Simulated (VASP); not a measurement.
HfN:

```xyz
2
Lattice="0.0000 2.2560 2.2560 2.2560 0.0000 2.2560 2.2560 2.2560 0.0000" Properties=species:S:1:pos:R:3 pbc="T T T"
Hf    0.0000    0.0000    0.0000
N     2.2560    2.2560    2.2560
```

```yaml
Program: VASP 6.6.1
Task: relaxation of cell and atoms
Functional: PBEsol
Potentials_or_basis: VASP PAW PBE potentials, release 64 (Hf_pv, N)
Cutoff: 600 eV
k_mesh: 16 × 16 × 16
Occupations: methfessel-paxton, width 0.05 eV
Spin: no spin polarisation
```

At the start: pressure -4.2 GPa; volume 11.48 Å³/atom.

Question: Where does the relaxation end?

Answer: Over 3 steps the energy falls by 2.3 meV/atom and the volume is 11.31 Å³/atom (-1.5 %); space group Fm-3m (No. 225, to 0.1 Å) before and after.

The path:
| step | energy change (eV) | largest force (eV/Å) | pressure (GPa) | volume (Å³) |
| --- | --- | --- | --- | --- |
| 1 | 0.0000 | 0.0000 | -4.22 | 22.96 |
| 2 | 0.0134 | 0.0000 | 9.10 | 21.97 |
| 3 | -0.0046 | 0.0000 | -0.03 | 22.63 |

Final structure:
```
Hf N
1.0
     0.00000    2.24488    2.24488
     2.24488    0.00000    2.24488
     2.24488    2.24488    0.00000
Hf N
1 1
Cartesian
  0.0000 0.0000 0.0000
  2.2449 2.2449 2.2449
```

Caveat: the PAW data sets were made with another functional, which shifts forces and pressure a little.
